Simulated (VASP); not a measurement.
# Ti (Im-3m) in VASP: notebook, part 3 of 3

VASP 6.6.1. The steps go on from the part before.

## Step 6: Relaxation of cell and atoms, PBE+D3(BJ)

This run uses another cell than the first one, of 17.68 Å³/atom, 1.084 times its volume.

INCAR reads:

```
ALGO = Normal
EDIFF = 1E-7
EDIFFG = -0.05
ENCUT = 500
GGA = PE
GGA_COMPAT = False
IBRION = 2
ISIF = 3
ISMEAR = 0
IVDW = 12
LASPH = True
LCHARG = False
LREAL = False
LWAVE = False
NELM = 120
NELMIN = 4
NSW = 100
PREC = Accurate
SIGMA = 0.1
```

KPOINTS reads:

```
k-points
0
Gamma
  8 8 8
```

POSCAR reads:

```
Ti
1.0
   -1.6410000000      1.6410000000      1.6410000000
    1.6410000000     -1.6410000000      1.6410000000
    1.6410000000      1.6410000000     -1.6410000000
Ti
1
Direct
    0.0000000000      0.0000000000      0.0000000000
```

Potentials or basis: VASP PAW PBE potentials, release 64 (Ti_sv).

On the command line:

```console
cat potpaw_PBE.64/Ti_sv/POTCAR > POTCAR
mpirun -np 1 vasp_std > vasp.out
```

OUTCAR:

```text
EDIFF = 1E-7
   EDIFFG = -0.05
   ENCUT = 500
   GGA = PE
   IBRION = 2
   ISIF = 3
   ISMEAR = 0
   IVDW = 12
   LASPH = True
   LREAL = False
   NELM = 120
   NELMIN = 4
   NSW = 100
   PREC = Accurate
 IVDW          = 12

 ion  position               nearest neighbor table
   1  0.000  0.000  0.000-

  LATTYP: Found a body centered cubic cell.
 ALAT       =     3.2820000000

  Lattice vectors:

 A1 = (  -1.6410000000,   1.6410000000,   1.6410000000)
 A2 = (   1.6410000000,  -1.6410000000,   1.6410000000)
 A3 = (   1.6410000000,   1.6410000000,  -1.6410000000)

Analysis of symmetry for initial positions (statically):
=====================================================================
 Subroutine PRICEL returns:
 Original cell was already a primitive cell.

 Routine SETGRP: Setting up the symmetry group for a
 body centered cubic supercell.

 Subroutine GETGRP returns: Found 48 space group operations
[... 248 lines left out ...]
  ---------------------------------------------------
  free energy    TOTEN  =        -7.71501469 eV

  energy without entropy =       -7.70454856  energy(sigma->0) =       -7.70978163

 E-fermi :   8.7674     XC(G=0): -11.8043

 val. band max:        8.7543493001   @ k =  -0.2500   0.2500   0.2500
 cond. band min:       8.7793604997   @ k =   0.5000   0.5000   0.1250
 fundamental gap:      0.0250111996
 Fermi energy:         8.7673665858

 k-point     1 :       0.0000    0.0000    0.0000
  band No.  band energies     occupation
      1     -47.6301      2.00000
      2     -23.4019      2.00000
      3     -23.4019      2.00000
      4     -23.4019      2.00000
      5       2.6922      2.00000
      6       9.8242      0.00000
      7       9.8242      0.00000
      8       9.8242      0.00000
      9      11.7271      0.00000
     10      11.7271      0.00000
[... 287 lines left out ...]
 k-point    24 :      -0.3750    0.3750    0.2500
  band No.  band energies     occupation
      1     -47.4222      2.00000
      2     -24.0120      2.00000
      3     -23.7733      2.00000
      4     -23.7001      2.00000
      5       6.9632      2.00000
      6       7.8474      2.00000
      7      10.1719      0.00000
      8      10.7092      0.00000
      9      12.4529      0.00000
     10      13.6575      0.00000

 [... further k-points ...]

------------------------ aborting loop because EDIFF is reached ----------------------------------------

 Edisp (eV)   -0.64339

 E8    (eV) :    -0.3054
[... 24 lines left out ...]
  FREE ENERGIE OF THE ION-ELECTRON SYSTEM (eV)
  ---------------------------------------------------
  free  energy   TOTEN  =        -8.3583998532 eV

  energy  without entropy=       -8.3479337231  energy(sigma->0) =       -8.35316679

 reached required accuracy - stopping structural energy minimisation
```

OSZICAR:

```text
N       E                     dE             d eps       ncg     rms          rms(c)
DAV:   1     0.752455523879E+02    0.75246E+02   -0.67173E+03   580   0.141E+03
DAV:   2    -0.478340323618E+01   -0.80029E+02   -0.78788E+02   604   0.308E+02
DAV:   3    -0.869596484724E+01   -0.39126E+01   -0.38718E+01   788   0.713E+01
[... 33 lines left out ...]
DAV:   6    -0.771475224943E+01   -0.65897E-03   -0.15541E-03   680   0.327E-01    0.754E-02
DAV:   7    -0.771501377631E+01   -0.26153E-03   -0.88597E-04   714   0.279E-01    0.528E-02
DAV:   8    -0.771501527829E+01   -0.15020E-05   -0.85700E-05   592   0.110E-01    0.227E-03
DAV:   9    -0.771501474463E+01    0.53366E-06   -0.78012E-07   628   0.887E-03    0.112E-03
DAV:  10    -0.771501469451E+01    0.50125E-07   -0.26173E-07   454   0.271E-03
   3 F= -.83583999E+01 E0= -.83531668E+01  d E =-.399289E-01
```

CONTCAR:

```text
Ti
   1.00000000000000
    -1.5963087820231114    1.5963087820231114    1.5963087820231114
     1.5963087820231114   -1.5963087820231114    1.5963087820231114
     1.5963087820231114    1.5963087820231114   -1.5963087820231114
  Ti
     1
Direct
     0.0000000000000000    0.0000000000000000    0.0000000000000000

  0.00000000E+00  0.00000000E+00  0.00000000E+00
```

Wall time 7.8 s (1 thread of Intel Xeon 6975P-C (Granite Rapids), shared host); peak memory 0.15 GiB.

Results:

```yaml
Free_energy: -8.3584 eV
Relaxed_volume: 16.27 Å³/atom
Relaxed_cell: a = 2.765 Å, b = 2.765 Å, c = 2.765 Å, α = 109.47°, β = 109.47°, γ = 109.47°
Space_group_after_relaxing_to_0.05_Å: Im-3m (No. 229)
Energy_gained_by_relaxing: 39.9 meV/atom
Ionic_steps: 3
Pressure_after_relaxing: 0.0 GPa
Band_gap_on_the_k_mesh: zero (band 6 reaches 9.82 eV, above the bottom of band 7 at 8.15 eV)
Dispersion_energy_per_atom: -0.643 eV
```

The path:
```
step  energy change (eV)  largest force (eV/Å)  pressure (GPa)  volume (Å³)
   1              0.0000                0.0000           -8.54        17.68
   2             -0.0205                0.0000            7.27        15.37
   3             -0.0399                0.0000           -0.04        16.27
```

Final structure:
```
Ti
1.0
    -1.59631    1.59631    1.59631
     1.59631   -1.59631    1.59631
     1.59631    1.59631   -1.59631
Ti
1
Cartesian
  0.0000 0.0000 0.0000
```

Caveat: pairwise dispersion overbinds metals, which lowers pressure and volume.

## Step 7: Single point, RPBE+D3(BJ)

INCAR reads:

```
SYSTEM = Ti
ALGO = Normal
EDIFF = 1E-6
ENCUT = 500
GGA = RP
GGA_COMPAT = .False.
ISIF = 2
ISMEAR = 0
IVDW = 12
LASPH = .True.
LCHARG = .True.
LELF = .True.
LREAL = .False.
LVHAR = .True.
LWAVE = .False.
NBANDS = 12
NELM = 120
PREC = Accurate
SIGMA = 0.1
```

KPOINTS reads:

```
k-points
0
Gamma
  18 18 18
  0 0 0
```

POSCAR reads:

```
Ti
1.0
   -1.5974024092      1.5974024092      1.5974024092
    1.5974024092     -1.5974024092      1.5974024092
    1.5974024092      1.5974024092     -1.5974024092
Ti
1
Direct
    0.0000000000      0.0000000000      0.0000000000
```

Potentials or basis: VASP PAW PBE potentials, release 64 (Ti_sv).

On the command line:

```console
cat potpaw_PBE.64/Ti_sv/POTCAR > POTCAR
mpirun -np 1 vasp_std > vasp.out
```

OUTCAR:

```text
SYSTEM = Ti
   EDIFF = 1E-6
   ENCUT = 500
   GGA = RP
   ISIF = 2
   ISMEAR = 0
   IVDW = 12
   LASPH = .True.
   LREAL = .False.
   NELM = 120
   PREC = Accurate
 IVDW          = 12

 ion  position               nearest neighbor table
   1  0.000  0.000  0.000-

  LATTYP: Found a body centered cubic cell.
 ALAT       =     3.1948048184

  Lattice vectors:

 A1 = (  -1.5974024092,   1.5974024092,   1.5974024092)
 A2 = (   1.5974024092,  -1.5974024092,   1.5974024092)
 A3 = (   1.5974024092,   1.5974024092,  -1.5974024092)

Analysis of symmetry for initial positions (statically):
=====================================================================
 Subroutine PRICEL returns:
 Original cell was already a primitive cell.

 Routine SETGRP: Setting up the symmetry group for a
 body centered cubic supercell.

 Subroutine GETGRP returns: Found 48 space group operations
 (whereof 48 operations were pure point group operations)
 out of a pool of 48 trial point group operations.

The static configuration has the point symmetry O_h .

Analysis of symmetry for dynamics (positions and initial velocities):
=====================================================================
 Subroutine PRICEL returns:
 Original cell was already a primitive cell.

 Routine SETGRP: Setting up the symmetry group for a
 body centered cubic supercell.

 Subroutine GETGRP returns: Found 48 space group operations
 (whereof 48 operations were pure point group operations)
 out of a pool of 48 trial point group operations.

The dynamic configuration has the point symmetry O_h .

 Subroutine INISYM returns: Found 48 space group operations
 (whereof 48 operations are pure point group operations),
 and found     1 'primitive' translations

----------------------------------------------------------------------------------------

                                     Primitive cell

  volume of cell :      16.3043

  direct lattice vectors                    reciprocal lattice vectors
    -1.597402409  1.597402409  1.597402409     0.000000000  0.313008167  0.313008167
     1.597402409 -1.597402409  1.597402409     0.313008167  0.000000000  0.313008167
     1.597402409  1.597402409 -1.597402409     0.313008167  0.313008167  0.000000000

  length of vectors
     2.766782133  2.766782133  2.766782133     0.442660395  0.442660395  0.442660395

  position of ions in fractional coordinates (direct lattice)
     0.000000000  0.000000000  0.000000000

  ion indices of the primitive-cell ions
   primitive index   ion index
                 1           1

----------------------------------------------------------------------------------------

 KPOINTS: k-points

Automatic generation of k-mesh.
 Grid dimensions read from file:
 generate k-points for:   18   18   18

 Generating k-lattice:

  Cartesian coordinates                     Fractional coordinates (reciprocal lattice)
     0.000000000  0.017389343  0.017389343     0.055555556  0.000000000  0.000000000
     0.017389343  0.000000000  0.017389343     0.000000000  0.055555556  0.000000000
     0.017389343  0.017389343  0.000000000     0.000000000  0.000000000  0.055555556

  Length of vectors
     0.024592244  0.024592244  0.024592244

  Shift w.r.t. Gamma in fractional coordinates (k-lattice)
     0.000000000  0.000000000  0.000000000

 Subroutine IBZKPT returns following result:
 ===========================================

 Found    195 irreducible k-points:

 Following reciprocal coordinates:
            Coordinates               Weight
  0.000000  0.000000  0.000000      1.000000
  0.055556  0.000000  0.000000     12.000000
  0.111111  0.000000  0.000000     12.000000
  0.166667  0.000000  0.000000     12.000000
  0.222222  0.000000  0.000000     12.000000
  0.277778  0.000000  0.000000     12.000000
[... 16 lines left out ...]
  0.333333  0.111111 -0.000000     48.000000
  0.388889  0.111111  0.000000     48.000000
 [... further k-points ...]
   k-points           NKPTS =    195   k-points in BZ     NKDIM =    195   number of bands    NBANDS=     12
   number of dos      NEDOS =    301   number of ions     NIONS =      1
   total plane-waves  NPLWV =   8000
   dimension x,y,z NGX =    20 NGY =   20 NGZ =   20
   dimension x,y,z NGXF=    40 NGYF=   40 NGZF=   40
   ions per type =               1
   NGX,Y,Z   is equivalent  to a cutoff of  12.02, 12.02, 12.02 a.u.
   NGXF,Y,Z  is equivalent  to a cutoff of  24.03, 24.03, 24.03 a.u.
 SYSTEM =  Ti
   PREC   = accura    normal or accurate (medium, high low for compatibility)
   ISTART =      0    job   : 0-new  1-cont  2-samecut
   ICHARG =      2    charge: 1-file 2-atom 10-const
   ISPIN  =      1    spin polarized calculation?
   LNONCOLLINEAR =      F non collinear calculations
   LSORBIT =      F    spin-orbit coupling
   LASPH  =      T    aspherical Exc in radial PAW
   ENCUT  =  500.0 eV  36.75 Ry    6.06 a.u.   5.04  5.04  5.04*2*pi/ulx,y,z
   NELM   =    120;   NELMIN=  2; NELMDL= -5     # of ELM steps
   EDIFF  = 0.1E-05   stopping-criterion for ELM
   LREAL  =      F    real-space projection
   EDIFFG = 0.1E-04   stopping-criterion for IOM
   NSW    =      0    number of steps for IOM
   IBRION =     -1    ionic relax: 0-MD 1-quasi-New 2-CG
   NFREE  =      0    steps in history (QN), initial steepest desc. (CG)
   ISIF   =      2    stress and relaxation
   ISYM   =      2    0-nonsym 1-usesym 2-fastsym
   POTIM  = 0.5000    time-step for ionic-motion
   TEBEG  =    0.0;   TEEND  =   0.0 temperature during run
   PSTRESS=    0.0 pullay stress
   NELECT =      12.0000    total number of electrons
   NUPDOWN=      -1.0000    fix difference up-down
   EMIN   =  10.00;   EMAX   =-10.00  energy-range for DOS
   EFERMI =   0.00;   METHOD = LEGACY
   ISMEAR =     0;   SIGMA  =   0.10  broadening in eV -4-tet -1-fermi 0-gaus
   EFERMI_NEDOS =   21; number of points for ismear=-14 and -15
   IALGO  =     38    algorithm
   IMIX   =      4    mixing-type and parameters
     AMIX     =   0.40;   BMIX     =  1.00
     AMIX_MAG =   1.60;   BMIX_MAG =  1.00
  volume/ion in A,a.u.               =      16.30       110.03
  Fermi-wavevector in a.u.,A,eV,Ry     =   1.478090  2.793185 29.725334  2.184750
  Thomas-Fermi vector in A             =   2.592414
   LORBIT       =      0    0 simple, 1 ext, 2 COOP (PROOUT), +10 PAW based schemes
   GGA     = RP    functional components
   LHFCALC =     F    Hartree Fock is set to
   AEXX    =    0.0000 exact exchange contribution
   IVDW    =    12    specifies the selected vdW correction
   LEPSILON=     F    determine dielectric tensor
   LRPA    =     F    only Hartree local field effects (RPA)
 non-spin polarized calculation
 Gauss-broadening in eV      SIGMA  =   0.10
  energy-cutoff  :      500.00
  volume of cell :       16.30
 maximum number of plane-waves:       430
   NGX =  9   NGY =  9   NGZ =  9

 number of electron      12.0000004 magnetization

 Free energy of the ion-electron system (eV)
  ---------------------------------------------------
  ext. energy  EPLUGINS =         0.00000000
  ---------------------------------------------------
  free energy    TOTEN  =        -7.28597391 eV

  energy without entropy =       -7.27519719  energy(sigma->0) =       -7.28058555

 E-fermi :   8.8749     XC(G=0): -11.6875

 val. band max:        8.8702181989   @ k =  -0.4444   0.5000   0.1111
 cond. band min:       8.8867642780   @ k =  -0.2778   0.3333   0.1111
 fundamental gap:      0.0165460791
 Fermi energy:         8.8748850688

 k-point     1 :       0.0000    0.0000    0.0000
  band No.  band energies     occupation
      1     -47.6779      2.00000
      2     -23.3873      2.00000
      3     -23.3873      2.00000
      4     -23.3873      2.00000
      5       2.7682      2.00000
      6       9.9317      0.00000
      7       9.9317      0.00000
      8       9.9317      0.00000
      9      11.8213      0.00000
     10      11.8213      0.00000
     11      26.7046      0.00000
     12      26.7046      0.00000
[... 331 lines left out ...]
 k-point    24 :       0.3889    0.1111    0.0000
  band No.  band energies     occupation
      1     -47.5107      2.00000
      2     -24.1511      2.00000
      3     -23.6630      2.00000
      4     -23.4281      2.00000
      5       6.5125      2.00000
      6       8.4770      2.00000
      7       9.5014      0.00000
      8      11.7485      0.00000
      9      12.3436      0.00000
     10      13.8384      0.00000
     11      18.7075      0.00000
     12      22.4880      0.00000

 [... further k-points ...]

------------------------ aborting loop because EDIFF is reached ----------------------------------------

 Edisp (eV)   -3.80350

 E8    (eV) :    -2.6532

  FORCE on cell =-STRESS in cart. coord.  units (eV):
  Direction    XX          YY          ZZ          XY          YZ          ZX
  --------------------------------------------------------------------------------------
  -------------------------------------------------------------------------------------
  Total      -3.23202    -3.23202    -3.23202     0.00000     0.00000     0.00000
  in kB    -317.60101  -317.60101  -317.60101     0.00000     0.00000     0.00000
  external pressure =     -317.60 kB  Pullay stress =        0.00 kB

 VOLUME and BASIS-vectors are now :
 -----------------------------------------------------------------------------
  energy-cutoff  :      500.00
  volume of cell :       16.30
      direct lattice vectors                 reciprocal lattice vectors
    -1.597402409  1.597402409  1.597402409     0.000000000  0.313008167  0.313008167
     1.597402409 -1.597402409  1.597402409     0.313008167  0.000000000  0.313008167
     1.597402409  1.597402409 -1.597402409     0.313008167  0.313008167  0.000000000

 POSITION                                       TOTAL-FORCE (eV/Angst)
 -----------------------------------------------------------------------------------
      0.00000      0.00000      0.00000        -0.000000     -0.000000      0.000000
 -----------------------------------------------------------------------------------
    total drift:                                0.000000      0.000000      0.000000

  FREE ENERGIE OF THE ION-ELECTRON SYSTEM (eV)
  ---------------------------------------------------
  free  energy   TOTEN  =       -11.0894705432 eV

  energy  without entropy=      -11.0786938256  energy(sigma->0) =      -11.08408218
```

OSZICAR:

```text
N       E                     dE             d eps       ncg     rms          rms(c)
DAV:   1     0.856493555639E+02    0.85649E+02   -0.63961E+03  4696   0.119E+03
DAV:   2    -0.394132869165E+01   -0.89591E+02   -0.87209E+02  4792   0.295E+02
DAV:   3    -0.805488627613E+01   -0.41136E+01   -0.40669E+01  6356   0.651E+01
DAV:   4    -0.815589111575E+01   -0.10100E+00   -0.10091E+00  5236   0.882E+00
DAV:   5    -0.815845585003E+01   -0.25647E-02   -0.25647E-02  5480   0.125E+00    0.861E+00
DAV:   6    -0.727273153418E+01    0.88572E+00   -0.20272E+00  5084   0.209E+01    0.233E+00
DAV:   7    -0.727193430295E+01    0.79723E-03   -0.81644E-02  5604   0.341E+00    0.131E+00
DAV:   8    -0.728545707173E+01   -0.13523E-01   -0.38276E-02  4876   0.219E+00    0.940E-02
DAV:   9    -0.728591094883E+01   -0.45388E-03   -0.36636E-03  5740   0.541E-01    0.946E-02
DAV:  10    -0.728598987142E+01   -0.78923E-04   -0.19576E-04  5028   0.153E-01    0.333E-02
DAV:  11    -0.728597464294E+01    0.15228E-04   -0.43245E-05  5012   0.869E-02    0.360E-03
DAV:  12    -0.728597343886E+01    0.12041E-05   -0.81574E-07  4120   0.116E-02    0.999E-04
DAV:  13    -0.728597390941E+01   -0.47055E-06   -0.29813E-07  2556   0.429E-03
   1 F= -.11089471E+02 E0= -.11084082E+02  d E =-.107767E-01
```

Wall time 12 s (1 thread of Intel Xeon 6975P-C (Granite Rapids), shared host); peak memory 0.15 GiB.

What came out:

- Free energy: -11.0895 eV
- Pressure: -31.8 GPa
- Band gap on the k mesh: zero (band 6 reaches 9.93 eV, above the bottom of band 7 at 8.28 eV)
- Dispersion energy per atom: -3.804 eV

Caveat: the PAW data sets were made with another functional, which shifts forces and pressure a little; pairwise dispersion overbinds metals, which lowers pressure and volume.

## Step 8: Overview

| task | level | cell | k mesh | cutoff (eV) | gap on the mesh (eV) | pressure (GPa) | relaxed volume (Å³/atom) |
| --- | --- | --- | --- | --- | --- | --- | --- |
| single point | PBE+D3(BJ) | a = 2.767 Å, angles 109.5°, 1 atom | 18 × 18 × 18 | 520 | none | -0.4 | - |
| relaxation of cell and atoms | PBE+D3(BJ) | relaxed from a = 2.767 Å, angles 109.5°, 1 atom | 18 × 18 × 18 | 600 | none | 0.0 | 16.26 |
| single point | PBE+D3(BJ) | a = 2.767 Å, angles 109.5°, 1 atom | 8 × 8 × 8 | 500 | none | -0.4 | - |
| single point | PBE+D3(BJ) | a = 2.842 Å, angles 109.5°, 1 atom | 8 × 8 × 8 | 500 | none | -8.5 | - |
| relaxation of cell and atoms | PBE+D3(BJ) | relaxed from a = 2.842 Å, angles 109.5°, 1 atom | 8 × 8 × 8 | 500 | none | 0.0 | 16.27 |
| single point | RPBE+D3(BJ) | a = 2.767 Å, angles 109.5°, 1 atom | 18 × 18 × 18 | 500 | none | -31.8 | - |

Alike in all rows: potentials or basis VASP PAW PBE potentials, release 64 (Ti_sv); no spin polarisation; smearing gaussian 0.1 eV.

Every run on the cell as given and a fine mesh finds a metal. The pressure there spans -31.8 GPa (RPBE+D3(BJ)) to -0.4 GPa (PBE+D3(BJ)); a positive pressure means that this level wants a larger cell, a negative one a smaller.

Caveats: pairwise dispersion overbinds metals, which lowers pressure and volume; the PAW data sets were made with another functional, which shifts forces and pressure a little (some runs).

Absolute energies hang on the potentials; compare differences alone.
